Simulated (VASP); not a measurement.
SrCl2, 3 atoms in the cell. The structure is tetragonal, space group I4/mmm (No. 139). The conventional cell has a = 4.744 Å, b = 4.744 Å, c = 7.166 Å, α = 90.00°, β = 90.00°, γ = 90.00°. Within 3.9 Å of Sr (site symmetry 4/mmm) lie 8 Cl at 2.97 Å. Cl (site symmetry -4m2) has 4 Sr at 2.97 Å and 6 Cl at 3.35 to 3.58 Å within 3.9 Å.  This cell differs from its parent crystal: epitaxial xy strain -4.1%.

- Program: VASP 6.6.1
- Task: single point
- Functional: PBE
- Potentials or basis: VASP PAW PBE potentials, release 64 (Sr_sv, Cl)
- Cutoff: 520 eV
- k mesh: 6 × 6 × 6
- Occupations: fermi-dirac, width 0.02 eV
- Spin: no spin polarisation
- Dipole correction: no
- Further INCAR settings: ALGO = Normal; EDIFF = 1e-06; NBANDS = 19

Potentials or basis: VASP PAW PBE potentials, release 64 (Sr_sv, Cl).

Launch:

```console
$ cat potpaw_PBE.64/Sr_sv/POTCAR potpaw_PBE.64/Cl/POTCAR > POTCAR
$ mpirun -np 1 vasp_std > vasp.out
```

Hardware: 1 thread of Intel Xeon 8259CL (shared host).

**Question.** Estimate the wall time of this run.

**Answer.** Wall time 72 s on 1 thread of Intel Xeon 8259CL, on a shared host, peak memory 0.24 GiB. Counts: scf iterations 13, k points 30.
